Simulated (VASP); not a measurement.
Write the native input for VASP 6.6.1 that does the following.

```
Task                   : single point
Functional             : PBE
Potentials or basis    : VASP PAW PBE potentials, release 64 (W_sv, N)
Cutoff                 : 520 eV
k mesh                 : 4 × 4 × 1
Occupations            : gaussian, width 0.1 eV
Spin                   : no spin polarisation
Dipole correction      : yes
Further INCAR settings : LREAL = Auto; ALGO = Fast; EDIFF = 1e-06; NBANDS = 128
```

The structure of W16N lies in POSCAR:

```
W16N
1.0
    6.3673983408      0.0000000000      0.0000000000
    0.0000000000      6.3673983408      0.0000000000
    0.0000000000      0.0000000000     20.1425775155
W N
16 1
Direct
    0.2500000000      0.2500000000      0.1985843171
    0.2500000000      0.7500000000      0.1985843171
    0.7500000000      0.2500000000      0.1985843171
    0.7500000000      0.7500000000      0.1985843171
    0.0000000000      0.0000000000      0.2776134078
    0.0000000000      0.5000000000      0.2776134078
    0.5000000000      0.0000000000      0.2776134078
    0.5000000000      0.5000000000      0.2776134078
    0.2500000000      0.2500000000      0.3599451785
    0.2500000000      0.7500000000      0.3599451785
    0.7500000000      0.2500000000      0.3599451785
    0.7500000000      0.7500000000      0.3599451785
    0.0000000000      0.0000000000      0.4290700884
    0.0000000000      0.5000000000      0.4290700884
    0.5000000000      0.0000000000      0.4290700884
    0.5000000000      0.5000000000      0.4290700884
    0.0000000000      0.2500000000      0.4846613066
```

The input as run:

INCAR

```
ALGO = Fast ; DIPOL = 0.5 0.5 0.326
EDIFF = 1E-6 ; ENCUT = 520
GGA = PE ; IDIPOL = 3
ISIF = 2 ; ISMEAR = 0
LASPH = True ; LCHARG = False
LDIPOL = True ; LREAL = Auto
LWAVE = False ; NBANDS = 128
NELM = 100 ; PREC = Accurate
SIGMA = 0.1
```

KPOINTS

```
k-points
0
Gamma
  4 4 1
```

Potentials or basis: VASP PAW PBE potentials, release 64 (W_sv, N).

Run with:

```console
$ cat potpaw_PBE.64/W_sv/POTCAR potpaw_PBE.64/N/POTCAR > POTCAR
$ mpirun -np 1 vasp_std > vasp.out
```

It gave:

The largest force is 2.413 eV/Å. The band gap on the k mesh is zero (an odd number of electrons rules out a gap without spin polarisation).

Caveat: spin-orbit coupling is left out, which moves the levels of the heavy elements.

Wall time 46 min on 1 thread of Oxide Virtual Turin-like Processor, on a shared host, peak memory 1 GiB.
